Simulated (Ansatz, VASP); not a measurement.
## Sn: VASP beside Ansatz

INCAR

```
ALGO = Normal ; EDIFF = 1E-7
ENCUT = 520 ; GGA = PE
ISIF = 2 ; ISMEAR = 0
LASPH = T ; LCHARG = F
LREAL = F ; LWAVE = F
NBANDS = 13 ; NELM = 100
PREC = Accurate ; SIGMA = 0.05
```

KPOINTS

```
k-points
0
Gamma
  12 12 12
```

The input POSCAR:

```
Sn
1.0
   -1.9009315874      1.9009315874      1.9009315874
    1.9009315874     -1.9009315874      1.9009315874
    1.9009315874      1.9009315874     -1.9009315874
Sn
1
Direct
    0.0000000000      0.0000000000      0.0000000000
```

Input for Ansatz:

```yaml
crystal:
  lattice:
    - [-1.9009315874, 1.9009315874, 1.9009315874]
    - [1.9009315874, -1.9009315874, 1.9009315874]
    - [1.9009315874, 1.9009315874, -1.9009315874]
  atoms:
    - { symbol: Sn, position: [0.0, 0.0, 0.0] }
basis:
  ecutwfc: 420
  ecutrho_ratio: 4
kpoints:
  mp_grid: { grid: [12, 12, 12] }
hamiltonian:
  xc: pbe
scf:
  occupations: { method: gaussian, width: 0.05 }
output:
  forces: true
  stress: true
  eigenvalues: true
```

Alike in both runs: task single point; functional PBE; k mesh 12 × 12 × 12; occupations gaussian, width 0.05 eV; no spin polarisation.

|  | VASP | Ansatz |
| --- | --- | --- |
| version | VASP 6.6.1 | Ansatz 0.2.0 |
| potentials or method | VASP PAW PBE potentials, release 64 (Sn_d), cutoff 520 eV | scalar-relativistic, plane waves, PAW |
| valence electrons in the cell | 14 | 14 |

```tsv
	VASP	Ansatz	Ansatz less VASP
gap on the k mesh at the Fermi level (eV)	none	none	-
pressure (GPa)	0.0	0.0	+0.05
```

A gap of «none» marks a metal or a gap that the smearing closes. With one functional, cell and mesh, what is left measures potentials, basis and numerics.
